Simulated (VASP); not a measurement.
# CdF2 (Fm-3m) in VASP: notebook

The runs below take CdF2 through single point, with PBEsol.

Everything below comes from runs of VASP 6.6.1. Logs are shortened: lines on timing, memory, paths and dates and some standing lists are left out, and cuts for length are marked.

### 1 The cell of the first run

The structure is cubic, space group Fm-3m (No. 225). The conventional cell has a = 5.388 Å, b = 5.388 Å, c = 5.388 Å, α = 90.00°, β = 90.00°, γ = 90.00°. Within 3.1 Å of Cd (site symmetry m-3m) lie 8 F at 2.33 Å. F (site symmetry -43m) has 4 Cd at 2.33 Å and 6 F at 2.69 Å within 3.1 Å.

### 2 Single point, PBEsol

INCAR reads:

```
PREC = Accurate
ENCUT = 520
EDIFF = 1E-6
ISMEAR = 0
SIGMA = 0.05
LREAL = False
LASPH = True
NELM = 80
ALGO = Normal
ISIF = 2
LWAVE = False
LCHARG = False
GGA = PS
NBANDS = 20
```

KPOINTS reads:

```
regular mesh
0
Gamma
  8 8 8
```

POSCAR reads:

```
CdF2
1.0
    0.0000000000      2.6940000000      2.6940000000
    2.6940000000      0.0000000000      2.6940000000
    2.6940000000      2.6940000000      0.0000000000
Cd F
1 2
Direct
    0.0000000000      0.0000000000      0.0000000000
    0.2500000000      0.2500000000      0.2500000000
    0.7500000000      0.7500000000      0.7500000000
```

Potentials or basis: VASP PAW PBE potentials, release 64 (Cd, F).

Command:

```bash
$ cat potpaw_PBE.64/Cd/POTCAR potpaw_PBE.64/F/POTCAR > POTCAR
$ mpirun -np 1 vasp_std > vasp.out
```

OUTCAR:

```text
PREC = Accurate
   ENCUT = 520
   EDIFF = 1E-6
   ISMEAR = 0
   LREAL = False
   LASPH = True
   NELM = 80
   ISIF = 2
   GGA = PS

 ion  position               nearest neighbor table
   1  0.000  0.000  0.000-   3 2.33   3 2.33   3 2.33   2 2.33   3 2.33   2 2.33   2 2.33   2 2.33

   2  0.250  0.250  0.250-   1 2.33   1 2.33   1 2.33   1 2.33
   3  0.750  0.750  0.750-   1 2.33   1 2.33   1 2.33   1 2.33

  LATTYP: Found a face centered cubic cell.
 ALAT       =     5.3880000000

  Lattice vectors:

 A1 = (   0.0000000000,   2.6940000000,   2.6940000000)
 A2 = (   2.6940000000,   0.0000000000,   2.6940000000)
 A3 = (   2.6940000000,   2.6940000000,   0.0000000000)

Analysis of symmetry for initial positions (statically):
=====================================================================
 Subroutine PRICEL returns:
 Original cell was already a primitive cell.

 Routine SETGRP: Setting up the symmetry group for a
 face centered cubic supercell.

 Subroutine GETGRP returns: Found 48 space group operations
 (whereof 48 operations were pure point group operations)
 out of a pool of 48 trial point group operations.

The static configuration has the point symmetry O_h .

Analysis of symmetry for dynamics (positions and initial velocities):
=====================================================================
 Subroutine PRICEL returns:
 Original cell was already a primitive cell.

 Routine SETGRP: Setting up the symmetry group for a
 face centered cubic supercell.

 Subroutine GETGRP returns: Found 48 space group operations
 (whereof 48 operations were pure point group operations)
 out of a pool of 48 trial point group operations.

The dynamic configuration has the point symmetry O_h .

 Subroutine INISYM returns: Found 48 space group operations
 (whereof 48 operations are pure point group operations),
 and found     1 'primitive' translations

----------------------------------------------------------------------------------------

                                     Primitive cell

  volume of cell :      39.1041

  direct lattice vectors                    reciprocal lattice vectors
     0.000000000  2.694000000  2.694000000    -0.185597624  0.185597624  0.185597624
     2.694000000  0.000000000  2.694000000     0.185597624 -0.185597624  0.185597624
     2.694000000  2.694000000  0.000000000     0.185597624  0.185597624 -0.185597624

  length of vectors
     3.809891337  3.809891337  3.809891337     0.321464515  0.321464515  0.321464515

  position of ions in fractional coordinates (direct lattice)
     0.000000000  0.000000000  0.000000000
     0.250000000  0.250000000  0.250000000
     0.750000000  0.750000000  0.750000000

  ion indices of the primitive-cell ions
   primitive index   ion index
                 1           1
                 2           2
                 3           3

----------------------------------------------------------------------------------------

 KPOINTS: regular mesh

Automatic generation of k-mesh.
 Grid dimensions read from file:
 generate k-points for:    8    8    8

 Generating k-lattice:

  Cartesian coordinates                     Fractional coordinates (reciprocal lattice)
    -0.023199703  0.023199703  0.023199703     0.125000000  0.000000000  0.000000000
     0.023199703 -0.023199703  0.023199703     0.000000000  0.125000000  0.000000000
     0.023199703  0.023199703 -0.023199703     0.000000000  0.000000000  0.125000000

  Length of vectors
     0.040183064  0.040183064  0.040183064

  Shift w.r.t. Gamma in fractional coordinates (k-lattice)
     0.000000000  0.000000000  0.000000000

 Subroutine IBZKPT returns following result:
 ===========================================

 Found     29 irreducible k-points:

 Following reciprocal coordinates:
            Coordinates               Weight
  0.000000  0.000000  0.000000      1.000000
  0.125000  0.000000  0.000000      8.000000
  0.250000  0.000000  0.000000      8.000000
  0.375000  0.000000  0.000000      8.000000
  0.500000  0.000000  0.000000      4.000000
  0.125000  0.125000  0.000000      6.000000
[... 16 lines left out ...]
  0.500000  0.250000  0.125000     48.000000
 -0.375000  0.250000  0.125000     24.000000
 [... further k-points ...]
   k-points           NKPTS =     29   k-points in BZ     NKDIM =     29   number of bands    NBANDS=     20
   number of dos      NEDOS =    301   number of ions     NIONS =      3
   total plane-waves  NPLWV =  21952
   dimension x,y,z NGX =    28 NGY =   28 NGZ =   28
   dimension x,y,z NGXF=    56 NGYF=   56 NGZF=   56
   ions per type =               1   2
   NGX,Y,Z   is equivalent  to a cutoff of  12.22, 12.22, 12.22 a.u.
   NGXF,Y,Z  is equivalent  to a cutoff of  24.44, 24.44, 24.44 a.u.
 SYSTEM =  unknown system
   PREC   = accura    normal or accurate (medium, high low for compatibility)
   ISTART =      0    job   : 0-new  1-cont  2-samecut
   ICHARG =      2    charge: 1-file 2-atom 10-const
   ISPIN  =      1    spin polarized calculation?
   LNONCOLLINEAR =      F non collinear calculations
   LSORBIT =      F    spin-orbit coupling
   LASPH  =      T    aspherical Exc in radial PAW
   ENCUT  =  520.0 eV  38.22 Ry    6.18 a.u.   7.08  7.08  7.08*2*pi/ulx,y,z
   NELM   =     80;   NELMIN=  2; NELMDL= -5     # of ELM steps
   EDIFF  = 0.1E-05   stopping-criterion for ELM
   LREAL  =      F    real-space projection
   EDIFFG = 0.1E-04   stopping-criterion for IOM
   NSW    =      0    number of steps for IOM
   IBRION =     -1    ionic relax: 0-MD 1-quasi-New 2-CG
   NFREE  =      0    steps in history (QN), initial steepest desc. (CG)
   ISIF   =      2    stress and relaxation
   ISYM   =      2    0-nonsym 1-usesym 2-fastsym
   POTIM  = 0.5000    time-step for ionic-motion
   TEBEG  =    0.0;   TEEND  =   0.0 temperature during run
   PSTRESS=    0.0 pullay stress
   NELECT =      26.0000    total number of electrons
   NUPDOWN=      -1.0000    fix difference up-down
   EMIN   =  10.00;   EMAX   =-10.00  energy-range for DOS
   EFERMI =   0.00;   METHOD = LEGACY
   ISMEAR =     0;   SIGMA  =   0.05  broadening in eV -4-tet -1-fermi 0-gaus
   EFERMI_NEDOS =   21; number of points for ismear=-14 and -15
   IALGO  =     38    algorithm
   IMIX   =      4    mixing-type and parameters
     AMIX     =   0.40;   BMIX     =  1.00
     AMIX_MAG =   1.60;   BMIX_MAG =  1.00
  volume/ion in A,a.u.               =      13.03        87.96
  Fermi-wavevector in a.u.,A,eV,Ry     =   1.428867  2.700166 27.778468  2.041660
  Thomas-Fermi vector in A             =   2.548882
   LORBIT       =      0    0 simple, 1 ext, 2 COOP (PROOUT), +10 PAW based schemes
   GGA     = PS    functional components
   LHFCALC =     F    Hartree Fock is set to
   AEXX    =    0.0000 exact exchange contribution
   IVDW    =     0    specifies the selected vdW correction
   LEPSILON=     F    determine dielectric tensor
   LRPA    =     F    only Hartree local field effects (RPA)
 non-spin polarized calculation
 Gauss-broadening in eV      SIGMA  =   0.05
  energy-cutoff  :      520.00
  volume of cell :       39.10
 maximum number of plane-waves:      1067
   NGX = 15   NGY = 15   NGZ = 15

 number of electron      25.9999990 magnetization

 Free energy of the ion-electron system (eV)
  ---------------------------------------------------
  ext. energy  EPLUGINS =         0.00000000
  ---------------------------------------------------
  free energy    TOTEN  =       -11.59306411 eV

  energy without entropy =      -11.59306411  energy(sigma->0) =      -11.59306411

 E-fermi :  -1.2198     XC(G=0): -10.7080

 val. band max:       -1.4437148866   @ k =  -0.2500   0.5000   0.2500
 cond. band min:       1.4596880137   @ k =   0.0000   0.0000   0.0000
 fundamental gap:      2.9034029003
 Fermi energy:        -1.2198402338

 k-point     1 :       0.0000    0.0000    0.0000
  band No.  band energies     occupation
      1     -22.1605      2.00000
      2     -21.0249      2.00000
      3      -7.0716      2.00000
      4      -7.0716      2.00000
      5      -7.0716      2.00000
      6      -5.8198      2.00000
[... 12 lines left out ...]
     19      18.2283      0.00000
     20      18.2283      0.00000

 k-point     2 :       0.1250    0.0000    0.0000
  band No.  band energies     occupation
      1     -22.1092      2.00000
      2     -21.0697      2.00000
      3      -7.0113      2.00000
      4      -7.0113      2.00000
      5      -6.9026      2.00000
      6      -5.8386      2.00000
[... 12 lines left out ...]
     19      17.8351      0.00000
     20      17.8351      0.00000

 k-point     3 :       0.2500    0.0000    0.0000
  band No.  band energies     occupation
      1     -21.9710      2.00000
      2     -21.1933      2.00000
      3      -6.8718      2.00000
      4      -6.8718      2.00000
      5      -6.4479      2.00000
      6      -5.8545      2.00000
[... 12 lines left out ...]
     19      17.1777      0.00000
     20      17.8978      0.00000

 k-point     4 :       0.3750    0.0000    0.0000
  band No.  band energies     occupation
      1     -21.7802      2.00000
      2     -21.3656      2.00000
      3      -6.7564      2.00000
      4      -6.7564      2.00000
      5      -5.8741      2.00000
      6      -5.8015      2.00000
[... 12 lines left out ...]
     19      16.7087      0.00000
     20      17.4309      0.00000

 k-point     5 :       0.5000    0.0000    0.0000
  band No.  band energies     occupation
      1     -21.6072      2.00000
      2     -21.5302      2.00000
      3      -6.7212      2.00000
      4      -6.7212      2.00000
      5      -5.7476      2.00000
      6      -5.7476      2.00000
[... 12 lines left out ...]
     19      16.5419      0.00000
     20      17.0815      0.00000

 k-point     6 :       0.1250    0.1250    0.0000
  band No.  band energies     occupation
      1     -22.0938      2.00000
      2     -21.0826      2.00000
      3      -6.9832      2.00000
      4      -6.9832      2.00000
      5      -6.8572      2.00000
      6      -5.9045      2.00000
[... 12 lines left out ...]
     19      17.9749      0.00000
     20      18.3762      0.00000

 k-point     7 :       0.2500    0.1250    0.0000
  band No.  band energies     occupation
      1     -21.9881      2.00000
      2     -21.1747      2.00000
      3      -6.8562      2.00000
      4      -6.8547      2.00000
      5      -6.5135      2.00000
      6      -5.9936      2.00000
[... 12 lines left out ...]
     19      18.1418      0.00000
     20      19.1829      0.00000
[... 277 lines left out ...]
 k-point    20 :      -0.3750    0.3750    0.0000
  band No.  band energies     occupation
      1     -21.5999      2.00000
      2     -21.4947      2.00000
      3      -6.6613      2.00000
      4      -6.2112      2.00000
      5      -5.9108      2.00000
      6      -5.8868      2.00000
[... 12 lines left out ...]
     19      18.8608      0.00000
     20      19.3574      0.00000

 k-point    21 :       0.5000    0.5000    0.0000
  band No.  band energies     occupation
      1     -21.6775      2.00000
      2     -21.4074      2.00000
      3      -6.8795      2.00000
      4      -6.0842      2.00000
      5      -6.0842      2.00000
      6      -5.6999      2.00000
[... 12 lines left out ...]
     19      17.8208      0.00000
     20      19.7476      0.00000

 k-point    22 :       0.3750    0.2500    0.1250
  band No.  band energies     occupation
      1     -21.8742      2.00000
      2     -21.2704      2.00000
      3      -6.7329      2.00000
      4      -6.6873      2.00000
      5      -6.1695      2.00000
      6      -6.1047      2.00000
[... 12 lines left out ...]
     19      17.8144      0.00000
     20      20.2064      0.00000

 k-point    23 :       0.5000    0.2500    0.1250
  band No.  band energies     occupation
      1     -21.7205      2.00000
      2     -21.4034      2.00000
      3      -6.6412      2.00000
      4      -6.5314      2.00000
      5      -6.0707      2.00000
      6      -5.8213      2.00000
[... 12 lines left out ...]
     19      17.2782      0.00000
     20      20.2369      0.00000

 k-point    24 :      -0.3750    0.2500    0.1250
  band No.  band energies     occupation
      1     -21.5766      2.00000
      2     -21.5379      2.00000
      3      -6.6109      2.00000
      4      -6.4914      2.00000
      5      -5.8873      2.00000
      6      -5.8599      2.00000
[... 12 lines left out ...]
     19      17.0697      0.00000
     20      20.6229      0.00000

 [... further k-points ...]

------------------------ aborting loop because EDIFF is reached ----------------------------------------

  FORCE on cell =-STRESS in cart. coord.  units (eV):
  Direction    XX          YY          ZZ          XY          YZ          ZX
  --------------------------------------------------------------------------------------
  -------------------------------------------------------------------------------------
  Total        0.1300258      0.1300258      0.1300258     -0.0000000     -0.0000000      0.0000000
  in kB        5.3274258      5.3274258      5.3274258     -0.0000000     -0.0000000      0.0000000
  external PRESSURE =       5.3274258 kB  Pullay stress =       0.0000000 kB

 VOLUME and BASIS-vectors are now :
 -----------------------------------------------------------------------------
  energy-cutoff  :      520.00
  volume of cell :       39.10
      direct lattice vectors                 reciprocal lattice vectors
     0.000000000  2.694000000  2.694000000    -0.185597624  0.185597624  0.185597624
     2.694000000  0.000000000  2.694000000     0.185597624 -0.185597624  0.185597624
     2.694000000  2.694000000  0.000000000     0.185597624  0.185597624 -0.185597624

 POSITION                                       TOTAL-FORCE (eV/Angst)
 -----------------------------------------------------------------------------------
      0.00000      0.00000      0.00000        -0.000000      0.000000      0.000000
      1.34700      1.34700      1.34700        -0.000000     -0.000000     -0.000000
      4.04100      4.04100      4.04100         0.000000      0.000000      0.000000
 -----------------------------------------------------------------------------------
    total drift:                                0.000000      0.000000      0.000000

  FREE ENERGIE OF THE ION-ELECTRON SYSTEM (eV)
  ---------------------------------------------------
  free  energy   TOTEN  =       -11.5930641055 eV

  energy  without entropy=      -11.5930641055  energy(sigma->0) =      -11.59306411
```

It took 12 s on 1 thread of Intel Xeon Platinum 8488C (Sapphire Rapids), shared host; peak memory 0.16 GiB.

Results:

```yaml
Free_energy: -11.5931 eV
Pressure: 0.5 GPa
Band_gap_on_the_k_mesh: 2.90 eV, indirect (least direct gap 3.39 eV)
```

Levels at points of the mesh, in eV from the valence-band top:
```tsv
k point	band 9	band 10	band 11	band 12	band 13	band 14	band 15	band 16	band 17	band 18
(0.00, 0.00, 0.00)	-0.99	-0.99	-0.49	-0.49	-0.49	2.90	12.50	12.50	12.50	17.39
(0.50, 0.00, 0.00)	-2.33	-1.88	-1.88	-0.39	-0.39	7.06	8.97	14.31	14.31	17.99
(0.50, 0.50, 0.00)	-3.02	-3.02	-0.51	-0.09	-0.09	7.88	9.46	11.69	14.11	14.11
```

Caveat: the PAW data sets were made with another functional, which shifts forces and pressure a little. A k mesh can miss the band edges.

[end of part 1 of 2]
